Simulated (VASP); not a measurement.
# Sr7O8 (a cell with a defect) in VASP: single point with PBE

Aim: the single point of Sr7O8 (a cell with a defect) with PBE.

Everything below comes from runs of VASP 6.6.1. Logs are shortened: lines on timing, memory, paths and dates and some standing lists are left out, and cuts for length are marked.

**1. The cell of the first run**

The cell holds a defect, 15 atoms: a = 7.306 Å, b = 7.306 Å, c = 7.306 Å, α = 60.00°, β = 60.00°, γ = 60.00°.

**2. Single point, PBE**

INCAR

```
  ALGO = Normal
  EDIFF = 1E-6
  ENCUT = 520
  GGA = PE
  ISIF = 2
  ISMEAR = -1
  LASPH = True
  LCHARG = False
  LREAL = Auto
  LWAVE = False
  NBANDS = 72
  NELM = 100
  PREC = Accurate
  SIGMA = 0.05
```

KPOINTS

```
k-points
0
Gamma
  3 3 3
```

POSCAR

```
Sr7O8
1.0
    0.0000000000      5.1662960000      5.1662960000
    5.1662960000      0.0000000000      5.1662960000
    5.1662960000      5.1662960000      0.0000000000
Sr O
7 8
Direct
    0.2668136901      0.2171912914      0.2504911643
    0.2516380207      0.2491648756      0.7514349739
    0.2668945024      0.7482261953      0.7193966432
    0.7339203948      0.2811461054      0.2523775254
    0.7462065666      0.2491351638      0.7514598467
    1.1321664496      0.7491520037      0.2514033265
    0.7339173946      0.7500920389      0.7834283014
   -0.0001832067      0.0376258929     -0.0369797820
   -0.0070201165     -0.0088016637      0.4934941784
    0.0249742756      0.4907646600     -0.0069871142
   -0.0001933687      0.4607391834      0.5398817644
    0.4900012504      0.0195818242     -0.0189784906
    0.5081202277      0.0075910285      0.5098495131
    0.4770600639      0.5071121554      0.0093928997
    0.4900348335      0.4786969233      0.5218880219
```

Potentials or basis: VASP PAW PBE potentials, release 64 (Sr_sv, O).

The run is started by

```
$ cat potpaw_PBE.64/Sr_sv/POTCAR potpaw_PBE.64/O/POTCAR > POTCAR
$ mpirun -np 1 vasp_std > vasp.out
```

OUTCAR:

```text
EDIFF = 1E-6
   ENCUT = 520
   GGA = PE
   ISIF = 2
   ISMEAR = -1
   LASPH = True
   LREAL = Auto
   NELM = 100
   PREC = Accurate

 ion  position               nearest neighbor table
   1  0.267  0.217  0.250-  12 2.43  10 2.59   9 2.59  14 2.60  13 2.60  11 2.76   3 3.43   6 3.50
                             5 3.58   2 3.59   4 3.68   4 3.68   2 3.73   5 3.74   3 3.88   6 4.00
   2  0.252  0.249  0.751-   8 2.40  11 2.40  15 2.42  12 2.42  13 2.50  10 2.50   1 3.59   4 3.59
                             3 3.59   7 3.59   5 3.61   5 3.69   7 3.73   4 3.73   3 3.73   1 3.73
   3  0.267  0.748  0.719-  15 2.43  10 2.59   9 2.59  14 2.60  13 2.60   8 2.76   1 3.43   6 3.50
                             5 3.58   2 3.59   7 3.68   7 3.68   2 3.73   5 3.74   1 3.88   6 4.00
   4  0.734  0.281  0.252-  15 2.43  13 2.59  14 2.59   9 2.60  10 2.60   8 2.76   7 3.43   6 3.50
                             5 3.58   2 3.59   1 3.68   1 3.68   2 3.73   5 3.74   7 3.88   6 4.00
   5  0.746  0.249  0.751-   8 2.41  11 2.41  15 2.51  12 2.51   9 2.67  14 2.67   7 3.58   3 3.58
                             1 3.58   4 3.58   2 3.61   2 3.69   4 3.74   1 3.74   7 3.74   3 3.74
   6  0.132  0.749  0.251-   8 2.32  11 2.32  14 2.61   9 2.61  12 3.28  15 3.28   1 3.50   3 3.50
                             4 3.50   7 3.50   2 3.76   2 3.76   7 4.00   4 4.00   1 4.00   3 4.00
   7  0.734  0.750  0.783-  12 2.43  13 2.59  14 2.59   9 2.60  10 2.60  11 2.76   4 3.43   6 3.50
                             5 3.58   2 3.59   3 3.68   3 3.68   2 3.73   5 3.74   4 3.88   6 4.00
   8  1.000  0.038  0.963-   6 2.32   2 2.40   5 2.41   4 2.76   3 2.76
   9  0.993  0.991  0.493-   3 2.59   1 2.59   7 2.60   4 2.60   6 2.61   5 2.67
  10  0.025  0.491  0.993-   2 2.50   1 2.59   3 2.59   7 2.60   4 2.60
  11  1.000  0.461  0.540-   6 2.32   2 2.40   5 2.41   7 2.76   1 2.76
  12  0.490  0.020  0.981-   2 2.42   1 2.43   7 2.43   5 2.51   6 3.28
  13  0.508  0.008  0.510-   2 2.50   4 2.59   7 2.59   3 2.60   1 2.60
  14  0.477  0.507  0.009-   7 2.59   4 2.59   1 2.60   3 2.60   6 2.61   5 2.67
  15  0.490  0.479  0.522-   2 2.42   3 2.43   4 2.43   5 2.51   6 3.28

  LATTYP: Found a face centered cubic cell.
 ALAT       =    10.3325920000

  Lattice vectors:

 A1 = (   0.0000000000,   5.1662960000,   5.1662960000)
 A2 = (   5.1662960000,   0.0000000000,   5.1662960000)
 A3 = (   5.1662960000,   5.1662960000,   0.0000000000)

Analysis of symmetry for initial positions (statically):
=====================================================================
 Subroutine PRICEL returns:
 Original cell was already a primitive cell.

 Routine SETGRP: Setting up the symmetry group for a
 face centered cubic supercell.

 Subroutine GETGRP returns: Found  1 space group operations
 (whereof  1 operations were pure point group operations)
 out of a pool of 48 trial point group operations.

The static configuration has the point symmetry C_1 .

Analysis of symmetry for dynamics (positions and initial velocities):
=====================================================================
 Subroutine PRICEL returns:
 Original cell was already a primitive cell.

 Routine SETGRP: Setting up the symmetry group for a
 face centered cubic supercell.

 Subroutine GETGRP returns: Found  1 space group operations
 (whereof  1 operations were pure point group operations)
 out of a pool of 48 trial point group operations.

The dynamic configuration has the point symmetry C_1 .

 Subroutine INISYM returns: Found  1 space group operations
 (whereof  1 operations are pure point group operations),
 and found     1 'primitive' translations

----------------------------------------------------------------------------------------

                                     Primitive cell

  volume of cell :     275.7832

  direct lattice vectors                    reciprocal lattice vectors
     0.000000000  5.166296000  5.166296000    -0.096781137  0.096781137  0.096781137
     5.166296000  0.000000000  5.166296000     0.096781137 -0.096781137  0.096781137
     5.166296000  5.166296000  0.000000000     0.096781137  0.096781137 -0.096781137

  length of vectors
     7.306245870  7.306245870  7.306245870     0.167629846  0.167629846  0.167629846

  position of ions in fractional coordinates (direct lattice)
[... 55 lines left out ...]
 Subroutine IBZKPT returns following result:
 ===========================================

 Found     14 irreducible k-points:

 Following reciprocal coordinates:
            Coordinates               Weight
  0.000000  0.000000  0.000000      1.000000
  0.333333  0.000000  0.000000      2.000000
  0.000000  0.333333  0.000000      2.000000
  0.000000  0.000000  0.333333      2.000000
  0.333333  0.333333  0.333333      2.000000
  0.333333  0.333333  0.000000      2.000000
  0.000000  0.333333  0.333333      2.000000
  0.333333  0.000000  0.333333      2.000000
 -0.333333  0.333333  0.000000      2.000000
  0.000000 -0.333333  0.333333      2.000000
  0.333333  0.000000 -0.333333      2.000000
  0.333333  0.333333 -0.333333      2.000000
 -0.333333  0.333333 -0.333333      2.000000
  0.333333 -0.333333 -0.333333      2.000000
   k-points           NKPTS =     14   k-points in BZ     NKDIM =     14   number of bands    NBANDS=     72
   number of dos      NEDOS =    301   number of ions     NIONS =     15
   total plane-waves  NPLWV = 157464
   dimension x,y,z NGX =    54 NGY =   54 NGZ =   54
   dimension x,y,z NGXF=   108 NGYF=  108 NGZF=  108
   ions per type =               7   8
   NGX,Y,Z   is equivalent  to a cutoff of  12.29, 12.29, 12.29 a.u.
   NGXF,Y,Z  is equivalent  to a cutoff of  24.57, 24.57, 24.57 a.u.
 SYSTEM =  unknown system
   PREC   = accura    normal or accurate (medium, high low for compatibility)
   ISTART =      0    job   : 0-new  1-cont  2-samecut
   ICHARG =      2    charge: 1-file 2-atom 10-const
   ISPIN  =      1    spin polarized calculation?
   LNONCOLLINEAR =      F non collinear calculations
   LSORBIT =      F    spin-orbit coupling
   LASPH  =      T    aspherical Exc in radial PAW
   ENCUT  =  520.0 eV  38.22 Ry    6.18 a.u.  13.58 13.58 13.58*2*pi/ulx,y,z
   NELM   =    100;   NELMIN=  2; NELMDL= -5     # of ELM steps
   EDIFF  = 0.1E-05   stopping-criterion for ELM
   LREAL  =      T    real-space projection
   EDIFFG = 0.1E-04   stopping-criterion for IOM
   NSW    =      0    number of steps for IOM
   IBRION =     -1    ionic relax: 0-MD 1-quasi-New 2-CG
   NFREE  =      0    steps in history (QN), initial steepest desc. (CG)
   ISIF   =      2    stress and relaxation
   ISYM   =      2    0-nonsym 1-usesym 2-fastsym
   POTIM  = 0.5000    time-step for ionic-motion
   TEBEG  =    0.0;   TEEND  =   0.0 temperature during run
   PSTRESS=    0.0 pullay stress
   NELECT =     118.0000    total number of electrons
   NUPDOWN=      -1.0000    fix difference up-down
   EMIN   =  10.00;   EMAX   =-10.00  energy-range for DOS
   EFERMI =   0.00;   METHOD = LEGACY
   ISMEAR =    -1;   SIGMA  =   0.05  broadening in eV -4-tet -1-fermi 0-gaus
   EFERMI_NEDOS =   21; number of points for ismear=-14 and -15
   IALGO  =     38    algorithm
   IMIX   =      4    mixing-type and parameters
     AMIX     =   0.40;   BMIX     =  1.00
     AMIX_MAG =   1.60;   BMIX_MAG =  1.00
  volume/ion in A,a.u.               =      18.39       124.07
  Fermi-wavevector in a.u.,A,eV,Ry     =   1.233615  2.331194 20.705418  1.521805
  Thomas-Fermi vector in A             =   2.368338
   LORBIT       =      0    0 simple, 1 ext, 2 COOP (PROOUT), +10 PAW based schemes
   GGA     = PE    functional components
   LHFCALC =     F    Hartree Fock is set to
   AEXX    =    0.0000 exact exchange contribution
   IVDW    =     0    specifies the selected vdW correction
   LEPSILON=     F    determine dielectric tensor
   LRPA    =     F    only Hartree local field effects (RPA)
 non-spin polarized calculation
  energy-cutoff  :      520.00
  volume of cell :      275.78
 maximum number of plane-waves:      7428
 NGX is ok and might be reduce to    54
   NGX = 27   NGY = 27   NGZ = 27

 number of electron     118.0000010 magnetization

 Free energy of the ion-electron system (eV)
  ---------------------------------------------------
  ext. energy  EPLUGINS =         0.00000000
  ---------------------------------------------------
  free energy    TOTEN  =       -86.54075355 eV

  energy without entropy =      -86.37957355  energy(sigma->0) =      -86.46016355

 E-fermi :   0.6390     XC(G=0):  -9.3923

 val. band max:        0.6382622780   @ k =   0.3333   0.3333   0.0000
 cond. band min:       0.6396395539   @ k =   0.0000   0.0000   0.0000
 fundamental gap:      0.0013772759
 Fermi energy:         0.6389651435

 k-point     1 :       0.0000    0.0000    0.0000
  band No.  band energies     occupation
      1     -31.7459      2.00000
      2     -31.6347      2.00000
      3     -31.6027      2.00000
      4     -31.5899      2.00000
      5     -31.5565      2.00000
      6     -31.1755      2.00000
[... 1025 lines left out ...]
     70       7.3667      0.00000
     71       7.6584      0.00000
 [bands above 71 left out]

------------------------ aborting loop because EDIFF is reached ----------------------------------------

  FORCE on cell =-STRESS in cart. coord.  units (eV):
  Direction    XX          YY          ZZ          XY          YZ          ZX
  --------------------------------------------------------------------------------------
  -------------------------------------------------------------------------------------
  Total        2.5836689      5.2245509      5.2264194     -0.0011566     -2.1678099     -0.0018347
  in kB       15.0099619     30.3523065     30.3631616     -0.0067193    -12.5940069     -0.0106590
  external PRESSURE =      25.2418100 kB  Pullay stress =       0.0000000 kB

 VOLUME and BASIS-vectors are now :
 -----------------------------------------------------------------------------
  energy-cutoff  :      520.00
  volume of cell :      275.78
      direct lattice vectors                 reciprocal lattice vectors
     0.000000000  5.166296000  5.166296000    -0.096781137  0.096781137  0.096781137
     5.166296000  0.000000000  5.166296000     0.096781137 -0.096781137  0.096781137
     5.166296000  5.166296000  0.000000000     0.096781137  0.096781137 -0.096781137

 POSITION                                       TOTAL-FORCE (eV/Angst)
 -----------------------------------------------------------------------------------
      2.41619      2.67255      2.50051         0.084319     -0.057641     -0.002518
      5.16940      5.18217      2.58730         0.000257     -0.073572     -0.072635
      7.58217      5.09547      5.24441         0.084163     -0.002775     -0.059318
      2.75634      5.09551      5.24413        -0.083903     -0.002607     -0.058937
      5.16937      7.73739      5.14223         0.000006     -0.020431     -0.020757
      5.16917      1.98163      4.55315         0.001142      0.763253      0.762068
      7.92262      7.83906      7.66683        -0.083854     -0.058266     -0.002248
      5.16963     10.14060      5.35974        -0.002189      0.012119     -0.157665
      7.67036      7.67957     10.25085        -0.016488      0.001221      0.003372
      7.66563      5.25922      2.66446        -0.133410     -0.088179     -0.087747
      5.16950      7.95449      7.54561         0.000118     -0.158661      0.014141
      5.16941      7.59974      2.63266         0.000838     -0.068761     -0.160936
      2.67325      5.25913      2.66432         0.132382     -0.088301     -0.089118
      2.66842      2.51316      5.08452         0.014838      0.001295      0.001872
      5.16932      5.22789      5.00476         0.001781     -0.158695     -0.069575
 -----------------------------------------------------------------------------------
    total drift:                               -0.003724     -0.007209     -0.008640

  FREE ENERGIE OF THE ION-ELECTRON SYSTEM (eV)
  ---------------------------------------------------
  free  energy   TOTEN  =       -86.5407535486 eV

  energy  without entropy=      -86.3795735503  energy(sigma->0) =      -86.46016355
```

It took 13 min on 1 thread of AMD EPYC 9R45 (Zen 5), shared host; peak memory 0.45 GiB.

Results:

| Quantity | Value |
| --- | --- |
| Free energy | -86.5408 eV |
| Pressure | 2.5 GPa |
| Largest force | 1.079 eV/Å |
| Band gap on the k mesh | zero (band 59 reaches 0.68 eV, above the bottom of band 60 at 0.62 eV) |

Forces on the atoms (eV/Å):
```
Sr   0.084 -0.058 -0.003
Sr   0.000 -0.074 -0.073
Sr   0.084 -0.003 -0.059
Sr  -0.084 -0.003 -0.059
Sr   0.000 -0.020 -0.021
Sr   0.001  0.763  0.762
Sr  -0.084 -0.058 -0.002
O   -0.002  0.012 -0.158
O   -0.016  0.001  0.003
O   -0.133 -0.088 -0.088
O    0.000 -0.159  0.014
O    0.001 -0.069 -0.161
O    0.132 -0.088 -0.089
O    0.015  0.001  0.002
O    0.002 -0.159 -0.070
```
